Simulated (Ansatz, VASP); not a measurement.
**Two plane-wave programs on Ta3B2N**

```
CELL_PARAMETERS angstrom
2.80175 1.61759 2.71866
-2.80175 1.61759 2.71866
0.00000 -3.23518 2.71866
ATOMIC_POSITIONS crystal
Ta 0.00000 0.50000 0.00000
Ta 0.50000 0.00000 0.00000
Ta 0.00000 0.00000 0.50000
B 0.60350 0.60350 0.60350
B 0.39650 0.39650 0.39650
N 0.00000 0.00000 0.00000
```

Change from the starting cell: species swapped into the Li2GaCu3 type (R-3m, No. 166).

Alike in both runs: functional PBE; k mesh 12 × 12 × 12; occupations gaussian, width 0.1 eV; no spin polarisation.

Ansatz relaxed the structure, and its values are those at the end. VASP's run is a single point on that final structure, the one shown.

|  | VASP | Ansatz |
| --- | --- | --- |
| version | VASP 6.6.1 | Ansatz 0.2.0 |
| potentials or method | VASP PAW PBE potentials, release 64 (Ta_pv, B, N), cutoff 520 eV | scalar-relativistic, plane waves, PAW |
| valence electrons in the cell | 44 | 50 |

|  | VASP | Ansatz | Ansatz less VASP |
| --- | --- | --- | --- |
| gap on the k mesh at the Fermi level (eV) | none | none | - |
| pressure (GPa) | 0.4 | 0.0 | -0.44 |

A gap of «none» marks a metal or a gap that the smearing closes. The functional is the same, so the differences come from potentials, cutoffs and numerics. VASP's potentials hold 44 valence electrons a cell and Ansatz's 50, so a difference there can come from the potentials and not from the codes.

Spin-orbit coupling is off throughout.
